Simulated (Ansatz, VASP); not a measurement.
## PbS: VASP beside Ansatz

```
Pb S
1.0
     0.00000    2.98809    2.98809
     2.98809    0.00000    2.98809
     2.98809    2.98809    0.00000
Pb S
1 1
Direct
  0.50000 0.50000 0.50000
  0.00000 0.00000 0.00000
```

Alike in both runs: task relaxation of cell and atoms; functional LDA; k mesh 10 × 10 × 10; occupations gaussian, width 0.02 eV; no spin polarisation.

|  | VASP | Ansatz |
| --- | --- | --- |
| version | VASP 6.6.1 | Ansatz 0.2.0 |
| potentials or method | VASP PAW LDA potentials, release 64 (Pb_d, S), cutoff 500 eV | scalar-relativistic, plane waves, PAW |
| valence electrons in the cell | 20 | 20 |

VASP gave:

```
gap on the k mesh at the Fermi level, each at its own relaxed structure (eV) : 0.04
relaxed volume (Å³/atom)                                                     : 25.00
relaxed cell length with the largest relative difference (Å)                 : 4.135
```

Problem. Which values does Ansatz return?

Solution. gap on the k mesh at the Fermi level, each at its own relaxed structure (eV): 0.07; relaxed volume (Å³/atom): 24.98; relaxed cell length with the largest relative difference (Å): 4.134.

Ansatz warns that its potentials were made for another functional, while VASP's fit it. LDA's correlation is that of Perdew and Zunger in VASP and of Perdew and Wang (1992) in Ansatz.

Neither program's run includes spin-orbit coupling.
